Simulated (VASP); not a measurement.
# Al2O3 (P-6m2) in VASP: further runs

Runs on Al2O3. Level: PBEsol. Tasks: single point, relaxation of cell and atoms.

All numbers are computed with VASP 6.6.1; they aren't measurements. Logs are shortened: lines on timing, memory, paths and dates and some standing lists are left out, and cuts for length are marked.

### Step 1. The cell of the first run

It takes space group P-6m2 (No. 187, hexagonal). Conventional cell: a = 2.862 Å, b = 2.862 Å, c = 9.330 Å, α = 90.00°, β = 90.00°, γ = 120.00°. Al (site symmetry 3m) has 6 O at 1.79 to 2.16 Å within 2.4 Å. O (site symmetry 3m) has 3 Al at 1.79 Å within 2.4 Å. O (site symmetry -6m2) has 6 Al at 2.16 Å and 12 O at 2.64 to 2.86 Å within 2.9 Å.

### Step 2. Single point, PBEsol

Contents of INCAR:

```
SYSTEM = Al2O3
PREC = Accurate
ENCUT = 520
EDIFF = 1E-6
ISMEAR = 0
SIGMA = 0.01
LREAL = .FALSE.
LASPH = .TRUE.
NELM = 100
ALGO = Normal
ISIF = 2
LWAVE = .FALSE.
LCHARG = .FALSE.
GGA = PS
NBANDS = 20
```

Contents of KPOINTS:

```
Automatic mesh
0
G
  12 12 2
  0 0 0
```

Contents of POSCAR:

```
Al2O3
1.0
    2.8622688985     -0.0000000029      0.0000000000
   -1.4311344468      2.4787975800      0.0000000000
    0.0000000000      0.0000000000      9.3300485094
Al O
2 3
Direct
    0.0000000000      0.0000000000      0.1485993697
    0.0000000000      0.0000000000      0.8514006303
    0.3333333333      0.6666666667      0.2213356371
    0.6666666667      0.3333333333      0.0000000000
    0.3333333333      0.6666666667      0.7786643629
```

Potentials or basis: VASP PAW PBE potentials, release 64 (Al, O).

Started as:

```sh
$ cat potpaw_PBE.64/Al/POTCAR potpaw_PBE.64/O/POTCAR > POTCAR
$ mpirun -np 1 vasp_std > vasp.out
```

OUTCAR:

```text
SYSTEM = Al2O3
   PREC = Accurate
   ENCUT = 520
   EDIFF = 1E-6
   ISMEAR = 0
   LREAL = .FALSE.
   LASPH = .TRUE.
   NELM = 100
   ISIF = 2
   GGA = PS

 ion  position               nearest neighbor table
   1  0.000  0.000  0.149-   3 1.79   3 1.79   3 1.79   4 2.16   4 2.16   4 2.16   2 2.77
   2  0.000  0.000  0.851-   5 1.79   5 1.79   5 1.79   4 2.16   4 2.16   4 2.16   1 2.77
   3  0.333  0.667  0.221-   1 1.79   1 1.79   1 1.79
   4  0.667  0.333  0.000-   1 2.16   2 2.16   1 2.16   2 2.16   1 2.16   2 2.16
   5  0.333  0.667  0.779-   2 1.79   2 1.79   2 1.79

  LATTYP: Found a hexagonal cell.
 ALAT       =     2.8622688985
 C/A-ratio  =     3.2596687594

  Lattice vectors:

 A1 = (   2.8622688985,  -0.0000000029,   0.0000000000)
 A2 = (  -1.4311344468,   2.4787975800,   0.0000000000)
 A3 = (   0.0000000000,   0.0000000000,   9.3300485094)

Analysis of symmetry for initial positions (statically):
=====================================================================
 Subroutine PRICEL returns:
 Original cell was already a primitive cell.

 Routine SETGRP: Setting up the symmetry group for a
 hexagonal supercell.

 Subroutine GETGRP returns: Found 12 space group operations
 (whereof 12 operations were pure point group operations)
 out of a pool of 24 trial point group operations.

The static configuration has the point symmetry D_3h.

Analysis of symmetry for dynamics (positions and initial velocities):
=====================================================================
 Subroutine PRICEL returns:
 Original cell was already a primitive cell.

 Routine SETGRP: Setting up the symmetry group for a
 hexagonal supercell.

 Subroutine GETGRP returns: Found 12 space group operations
 (whereof 12 operations were pure point group operations)
 out of a pool of 24 trial point group operations.

The dynamic configuration has the point symmetry D_3h.

 Subroutine INISYM returns: Found 12 space group operations
 (whereof 12 operations are pure point group operations),
 and found     1 'primitive' translations

----------------------------------------------------------------------------------------

                                     Primitive cell

  volume of cell :      66.1966

  direct lattice vectors                    reciprocal lattice vectors
     2.862268898 -0.000000003  0.000000000     0.349373185  0.201710702  0.000000000
    -1.431134447  2.478797580  0.000000000     0.000000000  0.403421404  0.000000000
     0.000000000  0.000000000  9.330048509     0.000000000  0.000000000  0.107180579

  length of vectors
     2.862268898  2.862268899  9.330048509     0.403421404  0.403421404  0.107180579

  position of ions in fractional coordinates (direct lattice)
     0.000000000  0.000000000  0.148599370
     0.000000000  0.000000000  0.851400630
     0.333333333  0.666666667  0.221335637
     0.666666667  0.333333333  0.000000000
     0.333333333  0.666666667  0.778664363

  ion indices of the primitive-cell ions
   primitive index   ion index
                 1           1
                 2           2
                 3           3
                 4           4
                 5           5

----------------------------------------------------------------------------------------

 KPOINTS: Automatic mesh

Automatic generation of k-mesh.
 Grid dimensions read from file:
 generate k-points for:   12   12    2

 Generating k-lattice:

  Cartesian coordinates                     Fractional coordinates (reciprocal lattice)
     0.029114432  0.016809225  0.000000000     0.083333333  0.000000000  0.000000000
     0.000000000  0.033618450  0.000000000     0.000000000  0.083333333  0.000000000
     0.000000000  0.000000000  0.053590289     0.000000000  0.000000000  0.500000000

  Length of vectors
     0.033618450  0.033618450  0.053590289

  Shift w.r.t. Gamma in fractional coordinates (k-lattice)
     0.000000000  0.000000000  0.000000000

 Subroutine IBZKPT returns following result:
 ===========================================

 Found     38 irreducible k-points:

 Following reciprocal coordinates:
            Coordinates               Weight
  0.000000  0.000000  0.000000      1.000000
  0.083333  0.000000  0.000000      6.000000
  0.166667  0.000000  0.000000      6.000000
  0.250000 -0.000000  0.000000      6.000000
  0.333333 -0.000000  0.000000      6.000000
  0.416667 -0.000000  0.000000      6.000000
[... 16 lines left out ...]
  0.250000 -0.000000  0.500000      6.000000
  0.333333 -0.000000  0.500000      6.000000
 [... further k-points ...]
   k-points           NKPTS =     38   k-points in BZ     NKDIM =     38   number of bands    NBANDS=     20
   number of dos      NEDOS =    301   number of ions     NIONS =      5
   total plane-waves  NPLWV =  40320
   dimension x,y,z NGX =    24 NGY =   24 NGZ =   70
   dimension x,y,z NGXF=    48 NGYF=   48 NGZF=  140
   ions per type =               2   3
[... 95 lines left out ...]
      2     -16.5447      2.00000
      3     -15.5042      2.00000
      4      -4.1023      2.00000
      5      -2.2713      2.00000
      6      -1.4408      2.00000
[... 12 lines left out ...]
     19      14.1525      0.00000
     20      15.0051      0.00000

 k-point     4 :       0.2500   -0.0000    0.0000
  band No.  band energies     occupation
      1     -17.2218      2.00000
      2     -16.2699      2.00000
      3     -15.4004      2.00000
      4      -4.1302      2.00000
      5      -3.3271      2.00000
      6      -2.1840      2.00000
[... 12 lines left out ...]
     19      13.8380      0.00000
     20      14.4406      0.00000

 k-point     5 :       0.3333   -0.0000    0.0000
  band No.  band energies     occupation
      1     -16.7510      2.00000
      2     -15.9730      2.00000
      3     -15.3384      2.00000
      4      -4.4742      2.00000
      5      -4.3248      2.00000
      6      -2.9266      2.00000
[... 12 lines left out ...]
     19      13.8235      0.00000
     20      14.8099      0.00000

 k-point     6 :       0.4167   -0.0000    0.0000
  band No.  band energies     occupation
      1     -16.3027      2.00000
      2     -15.7387      2.00000
      3     -15.3702      2.00000
      4      -5.0240      2.00000
      5      -4.8813      2.00000
      6      -3.4331      2.00000
[... 12 lines left out ...]
     19      14.2999      0.00000
     20      15.2469      0.00000

 k-point     7 :       0.5000   -0.0000    0.0000
  band No.  band energies     occupation
      1     -16.0795      2.00000
      2     -15.6486      2.00000
      3     -15.4348      2.00000
      4      -5.2749      2.00000
      5      -5.0489      2.00000
      6      -3.6131      2.00000
[... 12 lines left out ...]
     19      14.6119      0.00000
     20      14.7585      0.00000
[... 277 lines left out ...]
 k-point    20 :       0.0000    0.0000    0.5000
  band No.  band energies     occupation
      1     -17.9598      2.00000
      2     -16.8014      2.00000
      3     -15.6247      2.00000
      4      -4.2657      2.00000
      5      -1.2300      2.00000
      6      -0.6230      2.00000
[... 12 lines left out ...]
     19      15.7984      0.00000
     20      15.8393      0.00000

 k-point    21 :       0.0833    0.0000    0.5000
  band No.  band energies     occupation
      1     -17.8709      2.00000
      2     -16.7342      2.00000
      3     -15.5914      2.00000
      4      -4.2132      2.00000
      5      -1.4816      2.00000
      6      -0.7750      2.00000
[... 12 lines left out ...]
     19      15.0609      0.00000
     20      15.6327      0.00000

 k-point    22 :       0.1667    0.0000    0.5000
  band No.  band energies     occupation
      1     -17.6146      2.00000
      2     -16.5450      2.00000
      3     -15.5040      2.00000
      4      -4.1049      2.00000
      5      -2.2653      2.00000
      6      -1.4504      2.00000
[... 12 lines left out ...]
     19      14.0025      0.00000
     20      15.1761      0.00000

 k-point    23 :       0.2500   -0.0000    0.5000
  band No.  band energies     occupation
      1     -17.2218      2.00000
      2     -16.2702      2.00000
      3     -15.4001      2.00000
      4      -4.1308      2.00000
      5      -3.3252      2.00000
      6      -2.1819      2.00000
[... 12 lines left out ...]
     19      13.5289      0.00000
     20      14.9724      0.00000

 k-point    24 :       0.3333   -0.0000    0.5000
  band No.  band energies     occupation
      1     -16.7509      2.00000
      2     -15.9733      2.00000
      3     -15.3381      2.00000
      4      -4.4745      2.00000
      5      -4.3240      2.00000
      6      -2.9249      2.00000
[... 12 lines left out ...]
     19      13.7736      0.00000
     20      15.2285      0.00000

 [... further k-points ...]

------------------------ aborting loop because EDIFF is reached ----------------------------------------

  FORCE on cell =-STRESS in cart. coord.  units (eV):
  Direction    XX          YY          ZZ          XY          YZ          ZX
  --------------------------------------------------------------------------------------
  -------------------------------------------------------------------------------------
  Total        0.1558377      0.1558377     -0.0590609     -0.0000000      0.0000000     -0.0000000
  in kB        3.7717922      3.7717922     -1.4294710     -0.0000000      0.0000000     -0.0000000
  external PRESSURE =       2.0380378 kB  Pullay stress =       0.0000000 kB

 VOLUME and BASIS-vectors are now :
 -----------------------------------------------------------------------------
  energy-cutoff  :      520.00
  volume of cell :       66.20
      direct lattice vectors                 reciprocal lattice vectors
     2.862268898 -0.000000003  0.000000000     0.349373185  0.201710702  0.000000000
    -1.431134447  2.478797580  0.000000000     0.000000000  0.403421404  0.000000000
     0.000000000  0.000000000  9.330048509     0.000000000  0.000000000  0.107180579

 POSITION                                       TOTAL-FORCE (eV/Angst)
 -----------------------------------------------------------------------------------
      0.00000      0.00000      1.38644         0.000000     -0.000000      0.029146
      0.00000      0.00000      7.94361        -0.000000      0.000000     -0.029146
      0.00000      1.65253      2.06507         0.000000     -0.000000     -0.015843
      1.43113      0.82627      0.00000        -0.000000      0.000000      0.000000
      0.00000      1.65253      7.26498         0.000000     -0.000000      0.015843
 -----------------------------------------------------------------------------------
    total drift:                                0.000000     -0.000000      0.000000

  FREE ENERGIE OF THE ION-ELECTRON SYSTEM (eV)
  ---------------------------------------------------
  free  energy   TOTEN  =       -38.1414308530 eV

  energy  without entropy=      -38.1414308530  energy(sigma->0) =      -38.14143085
```

It took 35 s on 1 thread of Intel Xeon Platinum 8488C (Sapphire Rapids), shared host; peak memory 0.2 GiB.

What came out:

- Free energy: -38.1414 eV
- Pressure: 0.2 GPa
- Largest force: 0.029 eV/Å
- Band gap on the k mesh: 4.91 eV (least direct gap 5.16 eV)

Forces in eV/Å, atoms in the order of the input:
```
Al   0.000  0.000  0.029
Al   0.000  0.000 -0.029
O    0.000  0.000 -0.016
O    0.000  0.000  0.000
O    0.000  0.000  0.016
```

Stress tensor (GPa, compression positive):
```
 0.38  0.00  0.00
 0.00  0.38  0.00
 0.00  0.00 -0.14
```

Levels at points of the mesh, in eV from the valence-band top:
```csv
k point,band 8,band 9,band 10,band 11,band 12,band 13,band 14,band 15,band 16,band 17
"(0.00, 0.00, 0.00)",-1.20,-1.20,-0.58,-0.58,-0.25,4.91,7.54,8.01,9.30,13.11
"(0.50, 0.00, 0.00)",-2.30,-1.93,-1.05,-0.83,-0.57,7.79,8.98,9.07,11.05,12.28
"(0.00, 0.00, 0.50)",-1.20,-1.20,-0.58,-0.58,-0.29,5.03,7.22,8.02,9.69,12.81
"(0.50, 0.00, 0.50)",-2.31,-1.93,-1.05,-0.84,-0.56,7.80,8.94,9.12,10.85,12.72
```

Caveat: the PAW data sets were made with another functional, which shifts forces and pressure a little. A k mesh can miss the band edges.

### Step 3. Relaxation of cell and atoms, PBEsol

This run uses another cell than the first one, of 13.45 Å³/atom.

Contents of INCAR:

```
ALGO = Normal
EDIFF = 1E-6
EDIFFG = -0.01
ENCUT = 600
GGA = PS
IBRION = 2
ISIF = 3
ISMEAR = 0
LASPH = T
LCHARG = F
LREAL = F
LWAVE = F
NELM = 60
NSW = 80
PREC = Accurate
SIGMA = 0.01
```

Contents of KPOINTS:

```
k-points
0
Gamma
  12 12 2
```

Contents of POSCAR:

```
Al2O3
1.0
    2.8843249500      0.0000000000      0.0000000000
   -1.4421624700      2.4978986800      0.0000000000
    0.0000000000      0.0000000000      9.3367544600
Al O
2 3
Direct
    0.0000000000      0.0000000000      0.1499923300
    0.0000000000      0.0000000000      0.8500076700
    0.3333333300      0.6666666700      0.2223169200
    0.6666666700      0.3333333300      0.0000000000
    0.3333333300      0.6666666700      0.7776830800
```

Potentials or basis: VASP PAW PBE potentials, release 64 (Al, O).

Started as:

```sh
$ cat potpaw_PBE.64/Al/POTCAR potpaw_PBE.64/O/POTCAR > POTCAR
$ mpirun -np 1 vasp_std > vasp.out
```

Wall time 9.3 min (1 thread of Intel Xeon Platinum 8488C (Sapphire Rapids), shared host); peak memory 0.22 GiB.

It converged, with:

* Free energy: -38.1716 eV
* Relaxed volume: 11.15 Å³/atom
* Relaxed cell: a = 2.864 Å, b = 2.864 Å, c = 7.845 Å, α = 90.00°, β = 90.00°, γ = 120.00°
* Space group after relaxing (to 0.1 Å): P-6m2 (No. 187)
* Energy gained by relaxing: 6.4 meV/atom
* Ionic steps: 29
* Pressure after relaxing: 0.0 GPa
* Largest force after relaxing: 0.008 eV/Å
* Band gap on the k mesh: 4.72 eV (least direct gap 4.91 eV)

Forces in eV/Å, atoms in the order of the input:
```
Al   0.000  0.000  0.008
Al   0.000  0.000 -0.008
O    0.000  0.000 -0.001
O    0.000  0.000  0.000
O    0.000  0.000  0.001
```

Stress tensor (GPa, compression positive):
```
-0.08  0.00  0.00
 0.00 -0.08  0.00
 0.00  0.00  0.05
```

Step by step:
```
step  energy change (eV)  largest force (eV/Å)  pressure (GPa)  volume (Å³)
   1              0.0000                0.1462           -2.92        67.27
   2             -0.0011                0.3400            2.87        64.91
   3             -0.0123                0.1655           -0.05        66.05
   4             -0.0126                0.1616           -0.02        65.84
   5             -0.0133                0.0156           -0.04        65.93
   6             -0.0134                0.0173           -0.02        65.90
   7             -0.0135                0.0191            0.03        65.82
   8             -0.0137                0.0218            0.13        65.65
   9             -0.0140                0.0268            0.33        65.32
  10             -0.0142                0.0407            0.77        64.66
  11             -0.0142                0.0411            0.76        64.66
  12             -0.0143                0.0417            0.77        64.65
  13             -0.0143                0.0398            0.77        64.64
  14             -0.0143                0.0394            0.77        64.60
  15             -0.0145                0.0367            0.77        64.54
  16             -0.0147                0.0308            0.77        64.42
  17             -0.0151                0.0190            0.77        64.17
  18             -0.0159                0.0410            0.80        63.67
  19             -0.0174                0.0893            0.86        62.67
  20             -0.0194                0.1919            1.09        60.69
  21             -0.0213                0.1775            0.85        60.34
  22             -0.0258                0.1396            0.21        59.30
  23             -0.0302                0.1206           -0.94        57.19
  24             -0.0316                0.0334           -0.51        56.47
  25             -0.0317                0.0748           -0.36        56.24
  26             -0.0317                0.0894           -0.29        56.15
  27             -0.0320                0.0542           -0.04        55.89
  28             -0.0320                0.0292            0.13        55.71
  29             -0.0321                0.0081           -0.04        55.74
```

Final structure:
```cif
data_structure
_symmetry_space_group_name_H-M 'P 1'
_symmetry_Int_Tables_number 1
_cell_length_a 2.8642
_cell_length_b 2.8642
_cell_length_c 7.8454
_cell_angle_alpha 90.000
_cell_angle_beta 90.000
_cell_angle_gamma 120.000
_cell_volume 55.74
loop_
_atom_site_label
_atom_site_type_symbol
_atom_site_fract_x
_atom_site_fract_y
_atom_site_fract_z
_atom_site_occupancy
Al1 Al 0.00000 0.00000 0.17669 1
Al2 Al 0.00000 0.00000 0.82331 1
O1 O 0.33333 0.66667 0.26291 1
O2 O 0.66667 0.33333 0.00000 1
O3 O 0.33333 0.66667 0.73709 1
```

Levels at points of the mesh, in eV from the valence-band top:
```tsv
k point	band 8	band 9	band 10	band 11	band 12	band 13	band 14	band 15	band 16
(0.00, 0.00, 0.00)	-1.30	-1.30	-0.67	-0.67	-0.19	4.72	7.56	8.26	10.68
(0.50, 0.00, 0.00)	-2.37	-2.03	-1.15	-0.86	-0.74	7.67	8.88	8.96	11.16
(0.00, 0.00, 0.50)	-1.31	-1.31	-0.67	-0.67	-0.53	5.06	7.22	8.10	11.17
(0.50, 0.00, 0.50)	-2.41	-2.04	-1.14	-0.99	-0.58	7.73	8.77	9.12	10.52
```

Caveat: the volume moved by over 15 % at a fixed basis, so the end points are rough; the PAW data sets were made with another functional, which shifts forces and pressure a little. A k mesh can miss the band edges.
